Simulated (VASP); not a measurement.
Input of a VASP 6.6.1 run:

The input INCAR:

```
  PREC = Accurate
  ENCUT = 520
  EDIFF = 1E-6
  ISMEAR = -1
  SIGMA = 0.02
  LREAL = False
  LASPH = True
  NELM = 60
  ALGO = Normal
  ISIF = 2
  LWAVE = False
  LCHARG = False
  GGA = PS
  NBANDS = 24
```

Contents of KPOINTS:

```
regular mesh
0
Gamma
  10 10 5
```

Contents of POSCAR:

```
TaN
1.0
    3.1237644157      0.0000000000      0.0000000000
   -1.5618822078      2.7052593394      0.0000000000
    0.0000000000      0.0000000000      6.0477078218
Ta N
2 2
Direct
    0.3333333333      0.6666666667      0.0298993550
    0.6666666667      0.3333333333      0.5298993550
    0.3333333333      0.6666666667      0.3551006450
    0.6666666667      0.3333333333      0.8551006450
```

Potentials or basis: VASP PAW PBE potentials, release 64 (Ta_pv, N).

Command:

```bash
$ cat potpaw_PBE.64/Ta_pv/POTCAR potpaw_PBE.64/N/POTCAR > POTCAR
$ mpirun -np 1 vasp_std > vasp.out
```

(1) Predict the pressure.

(2) Predict the band gap on the k mesh.

(3) What does it give for the largest force?

## Answers

(1) 0.7 GPa.

(2) zero (bands 16 and 17 overlap by 0.48 eV).

(3) 0.023 eV/Å.

Caveat: the PAW data sets were made with another functional, which shifts forces and pressure a little; spin-orbit coupling is left out, which moves the levels of the heavy elements.
